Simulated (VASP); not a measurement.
## Sc: single point with PBE

Sc:

```
Sc
1.0
     4.92524    0.00000    0.00000
    -2.46262    4.26538    0.00000
     0.00000    0.00000    3.08505
Sc
3
Cartesian
  2.4626 4.2654 0.0000
  0.0000 2.8436 1.5425
  2.4626 1.4218 1.5425
```

This isn't the form of Sc at room conditions, which is hcp.

| Item | Value |
| --- | --- |
| Program | VASP 6.6.1 |
| Task | single point |
| Functional | PBE |
| Potentials or basis | VASP PAW PBE potentials, release 64 (Sc_sv) |
| Cutoff | 520 eV |
| k mesh | 8 × 8 × 11 |
| Occupations | fermi-dirac, width 0.1 eV |
| Spin | no spin polarisation |

The pressure is 8.3 GPa. The band gap on the k mesh is zero (an odd number of electrons rules out a gap without spin polarisation).

Stress tensor (GPa, compression positive):
```
8.28 0.00 0.00
0.00 8.28 0.00
0.00 0.00 8.40
```

Levels at points of the mesh, in eV from the Fermi level:
| k point | band 13 | band 14 | band 15 | band 16 | band 17 | band 18 | band 19 | band 20 |
| --- | --- | --- | --- | --- | --- | --- | --- | --- |
| (0.00, 0.00, 0.00) | -5.27 | -0.94 | 0.01 | 0.01 | 0.05 | 0.05 | 0.81 | 1.79 |
| (0.50, 0.00, 0.00) | -3.09 | -3.00 | -1.74 | 0.47 | 0.63 | 0.67 | 1.07 | 1.08 |

Run time: 2.1 min on 1 thread of Intel Xeon 8259CL, on a shared host, peak memory 0.22 GiB.

Caveat: the cell stands under pressure.
